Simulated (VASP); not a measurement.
Here is a VASP 6.6.1 calculation.

File INCAR:

```
SYSTEM = CuI
ALGO = Normal ; EDIFF = 1E-7
EDIFFG = -0.005 ; ENCUT = 600
GGA = CA ; IBRION = 2
ISIF = 3 ; ISMEAR = -1
LASPH = .TRUE. ; LCHARG = .FALSE.
LREAL = .FALSE. ; LWAVE = .FALSE.
NELM = 80 ; NSW = 80
PREC = Accurate ; SIGMA = 0.02
```

KPOINTS

```
k-points
0
G
  6 6 6
  0 0 0
```

File POSCAR:

```
CuI
1.0
    3.6494671566      0.0000000000      0.0000000000
    0.0000000000      3.6494671566      0.0000000000
    0.0000000000      0.0000000000      3.6494671566
Cu I
1 1
Direct
    0.0000000000      0.0000000000      0.0000000000
    0.5000000000      0.5000000000      0.5000000000
```

Potentials or basis: VASP PAW LDA potentials, release 64 (Cu, I).

Launch:

```sh
$ cat potpaw_LDA.64/Cu/POTCAR potpaw_LDA.64/I/POTCAR > POTCAR
$ mpirun -np 1 vasp_std > vasp.out
```

(1) Predict the relaxed volume.

(2) Predict the band gap on the k mesh.

(3) Estimate the space group after relaxing (to 0.05 Å).

Answers

(1) 21.40 Å³/atom.

(2) zero (band 9 reaches 7.30 eV, above the bottom of band 10 at 6.55 eV).

(3) Pm-3m (No. 221).

Caveat: spin-orbit coupling is left out, which moves the levels of the heavy elements; semilocal functionals often make such compounds metallic where correlation or magnetic order opens a gap, which also shifts bond lengths.
